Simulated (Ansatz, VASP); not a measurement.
# InAs: VASP beside Ansatz

```xyz
4
Lattice="3.9653 0.0000 0.0000 -1.9827 3.4341 0.0000 0.0000 0.0000 6.8489" Properties=species:S:1:pos:R:3 pbc="T T T"
In    0.0000    0.0000    0.0000
In    0.0000    0.0000    3.4244
As    0.0000    2.2894    1.7122
As    1.9827    1.1447    5.1367
```

Alike in both runs: task single point; functional PBEsol; dispersion D4; k mesh 6 × 6 × 4; occupations fermi-dirac, width 0.02 eV; no spin polarisation.

```csv
,VASP,Ansatz
version,VASP 6.6.1,Ansatz 0.2.0
potentials or method,"VASP PAW PBE potentials, release 64 (In_d, As)",plane waves
plane-wave cutoff (eV),500,420
valence electrons in the cell,36,56
```

Ansatz gave:

| Property | Result |
| --- | --- |
| pressure (GPa) | -2.7 |
| traceless stress, the component that is largest in VASP (GPa) | 0.71 |

**Question.** Which values does VASP return?

**Answer.** Pressure (GPa): -2.6; traceless stress, the component that is largest in VASP (GPa): 0.72.

VASP's potentials were made for PBE, not for PBEsol. VASP's potentials hold 36 valence electrons a cell and Ansatz's 56, so a difference there can come from the potentials and not from the codes.
